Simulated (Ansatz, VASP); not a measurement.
## SrO: VASP beside Ansatz

```
Sr O
1.0
    -0.05140    2.54410    2.54410
     2.54410   -0.05140    2.54410
     2.54410    2.54410   -0.05140
Sr O
1 1
Direct
  0.00000 0.00000 0.00000
  0.50000 0.50000 0.50000
```

Change from the starting cell: equal xy, yz and zx shear strains of -2 %.

Alike in both runs: task single point; functional PBE; k mesh 8 × 8 × 8; occupations fermi-dirac, width 0.02 eV; no spin polarisation.

|  | VASP | Ansatz |
| --- | --- | --- |
| version | VASP 6.6.1 | Ansatz 0.2.0 |
| potentials or method | VASP PAW PBE potentials, release 64 (Sr_sv, O), cutoff 520 eV | all-electron LAPW, scalar-relativistic |

```tsv
	VASP	Ansatz	Ansatz less VASP
gap on the k mesh at the Fermi level (eV)	3.22	3.26	+0.047
pressure (GPa)	3.5	2.9	-0.59
traceless stress, the component that is largest in VASP (GPa)	1.02	1.02	+0.002
```

Ansatz ran all-electron here, and VASP with PAW potentials.
